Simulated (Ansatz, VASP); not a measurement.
# One calculation of Cu, two programs

```
Cu
1.0
     2.33646    0.00000    0.00000
     0.00000    2.33646    0.00000
     0.00000    0.00000    2.33646
Cu
1
Cartesian
  0.0000 0.0000 0.0000
```

Alike in both runs: task relaxation of cell and atoms; functional r2SCAN; k mesh 13 × 13 × 13; occupations fermi-dirac, width 0.1 eV; no spin polarisation.

|  | VASP | Ansatz |
| --- | --- | --- |
| version | VASP 6.6.1 | Ansatz 0.2.0 |
| potentials or method | VASP PAW PBE potentials, release 64 (Cu), cutoff 600 eV | plane waves (500 eV) with PAW, scalar-relativistic |
| valence electrons in the cell | 11 | 19 |

Ansatz gave:

```
relaxed volume (Å³/atom)                                     : 13.30
relaxed cell length with the largest relative difference (Å) : 2.369
```

Question: Which values does VASP return?

Answer: Relaxed volume (Å³/atom): 13.35; relaxed cell length with the largest relative difference (Å): 2.372.

VASP's potentials were made for PBE, not for r2SCAN. VASP's potentials hold 11 valence electrons a cell and Ansatz's 19, so a difference there can come from the potentials and not from the codes.
